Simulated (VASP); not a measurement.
AlN: single point with PBEsol

The system is AlN.

```
CELL_PARAMETERS angstrom
2.02262 -2.02262 0.00000
2.02262 0.00000 -2.02262
9.77614 7.24766 7.24766
ATOMIC_POSITIONS crystal
Al 0.54513 0.54513 0.29167
Al 0.94791 0.94791 0.12500
Al 0.14235 0.14235 0.45833
Al 0.33678 0.33678 0.79167
Al 0.73956 0.73956 0.62500
Al 0.93400 0.93400 0.95833
N 0.84374 0.84374 0.37500
N 0.24652 0.24652 0.20833
N 0.44095 0.44095 0.54167
N 0.63539 0.63539 0.87500
N 0.03817 0.03817 0.70833
N 0.64930 0.64930 0.04167
```

```
Program                : VASP 6.6.1
Task                   : single point
Functional             : PBEsol
Potentials or basis    : VASP PAW PBE potentials, release 64 (Al, N)
Cutoff                 : 520 eV
k mesh                 : 9 × 9 × 2
Occupations            : gaussian, width 0.05 eV
Spin                   : no spin polarisation
Dipole correction      : no
Further INCAR settings : ALGO = Normal; EDIFF = 1e-06; NBANDS = 36
```

```
Pressure               : 6.4 GPa
Largest force          : 4.929 eV/Å
Band gap on the k mesh : 3.50 eV (least direct gap 4.31 eV)
```

Forces in eV/Å, atoms in the order of the input:
```
Al  -0.032 -0.037 -0.037
Al   1.281  0.832  0.832
Al  -0.028 -0.028 -0.028
Al  -0.204 -0.213 -0.213
Al  -0.029 -0.024 -0.024
Al   0.115 -3.484 -3.484
N    0.032  0.026  0.026
N    0.048 -0.002 -0.002
N    0.023  0.030  0.030
N   -1.624 -0.489 -0.489
N   -0.027  0.029  0.029
N    0.445  3.362  3.362
```

Stress tensor (GPa, compression positive):
```
6.57 5.32 5.32
5.32 6.26 7.14
5.32 7.14 6.26
```

Levels at points of the mesh, in eV from the valence-band top:
```
           k point  band 22  band 23  band 24  band 25  band 26  band 27
(0.00, 0.00, 0.00)    -0.31    -0.16     0.00     4.31     5.81     5.91
(0.00, 0.00, 0.50)    -0.45    -0.28    -0.12     4.37     5.87     5.92
```

Run time: 90 s on 1 thread of Intel(R) Xeon(R) 6975P-C (Granite Rapids), on a shared host, peak memory 0.3 GiB.

Caveat: the cell stands under pressure; the PAW data sets were made with another functional, which shifts forces and pressure a little; an odd mesh through Γ misses points on the zone boundary, where band edges can lie.
